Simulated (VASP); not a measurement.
# CrO2: single point with PBEsol

CrO2:

```xyz
6
Lattice="2.5966 0.0000 0.0000 -1.2983 2.2488 0.0000 0.0000 0.0000 10.4027" Properties=species:S:1:pos:R:3 pbc="T T T"
Cr    1.2983    0.7496    2.6007
Cr    0.0000    1.4992    7.8020
O     1.2983    0.7496    6.5133
O     0.0000    1.4992    3.8894
O     1.2983    0.7496    9.0907
O     0.0000    1.4992    1.3120
```

| Quantity | Value |
| --- | --- |
| Program | VASP 6.6.1 |
| Task | single point |
| Functional | PBEsol |
| Potentials or basis | VASP PAW PBE potentials, release 64 (Cr_pv, O) |
| Cutoff | 600 eV |
| k mesh | 6 × 6 × 2 |
| Occupations | gaussian, width 0.1 eV |
| Spin | collinear spin, ferromagnetic start |
| Starting moments | [3.0, 3.0, 0.0, 0.0, 0.0, 0.0] μB |
| Dipole correction | no |
| Further INCAR settings | ALGO = Normal; EDIFF = 1e-06; NBANDS = 37 |

| Item | Value |
| --- | --- |
| Pressure | -23.1 GPa |
| Largest force | 3.649 eV/Å |
| Band gap on the k mesh | 1.11 eV (least direct gap 1.50 eV) |
| Net moment | 0.00 μB per cell |
| Valence electrons inside the program's atomic spheres | Cr 11.01; O 4.87 |

Forces in eV/Å, atoms in the order of the input:
```
Cr   0.000  0.000  0.000
Cr   0.000  0.000  0.000
O    0.000  0.000  3.649
O    0.000  0.000 -3.649
O    0.000  0.000 -3.649
O    0.000  0.000  3.649
```

Stress tensor (GPa, compression positive):
```
-10.33   0.00   0.00
  0.00 -10.33   0.00
  0.00   0.00 -48.54
```

Levels at points of the mesh, in eV from the valence-band top:
Spin up:
| k point | band 20 | band 21 | band 22 | band 23 | band 24 | band 25 | band 26 | band 27 | band 28 | band 29 |
| --- | --- | --- | --- | --- | --- | --- | --- | --- | --- | --- |
| (0.00, 0.00, 0.00) | -2.14 | -2.14 | -1.74 | -0.56 | 0.00 | 1.50 | 1.50 | 1.53 | 1.53 | 1.86 |
| (0.50, 0.00, 0.00) | -2.56 | -2.02 | -1.93 | -0.99 | -0.94 | 1.48 | 1.49 | 1.77 | 1.85 | 2.50 |
| (0.00, 0.00, 0.50) | -2.15 | -2.15 | -2.15 | -0.19 | -0.19 | 1.51 | 1.51 | 1.51 | 1.51 | 1.86 |
| (0.50, 0.00, 0.50) | -2.62 | -1.97 | -1.97 | -0.96 | -0.96 | 1.48 | 1.48 | 1.81 | 1.81 | 2.66 |
Spin down:
```tsv
k point	band 21	band 22	band 23	band 24	band 25	band 26	band 27	band 28
(0.00, 0.00, 0.00)	-2.14	-1.74	-0.56	0.00	1.50	1.50	1.53	1.53
(0.50, 0.00, 0.00)	-2.02	-1.93	-0.99	-0.94	1.48	1.49	1.77	1.85
(0.00, 0.00, 0.50)	-2.15	-2.15	-0.19	-0.19	1.51	1.51	1.51	1.51
(0.50, 0.00, 0.50)	-1.97	-1.97	-0.96	-0.96	1.48	1.48	1.81	1.81
```

Run time: 95 s on 1 thread of AMD EPYC 9R45 96-Core Processor (Zen 5), with other jobs on the host, peak memory 0.23 GiB.

Caveat: the k points lie up to 0.47 Å⁻¹ apart; the PAW data sets were made with another functional, which shifts forces and pressure a little. A k mesh can miss the band edges.
